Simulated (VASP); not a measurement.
Crystal: SnSe.

```
Sn Se
1.0
     4.21934    0.00000    0.00000
     0.00000    4.21934    0.00000
     0.00000    0.00000    5.99303
Sn Se
2 2
Direct
  0.50000 0.00000 0.25009
  0.00000 0.50000 0.74991
  0.50000 0.00000 0.74990
  0.00000 0.50000 0.25010
```

Base run:

| Quantity | Value |
| --- | --- |
| Program | VASP 6.6.1 |
| Functional | PBE |
| Potentials or basis | VASP PAW PBE potentials, release 64 (Sn_d, Se) |
| Cutoff | 520 eV |
| k mesh | 4 × 4 × 4 |
| Occupations | gaussian, width 0.01 eV |
| Spin | no spin polarisation |

Its results: band gap on the k mesh 0.67 eV; pressure 1.6 GPa.

**Question.** The run is repeated on the same cell with these changes: functional from PBE to PBE-based screened hybrid; k mesh from 4 × 4 × 4 to 4 × 4 × 2. What comes out?

**Answer.** Band gap on the k mesh 0.55 eV; pressure 0.3 GPa.

Several settings changed at once, so the effect can't be laid on one alone.

Caveats: some runs use coarse meshes; spin-orbit coupling is left out, which moves the levels of the heavy elements; the PAW data sets were made with another functional, which shifts forces and pressure a little (some runs).

A k mesh can miss the band edges.
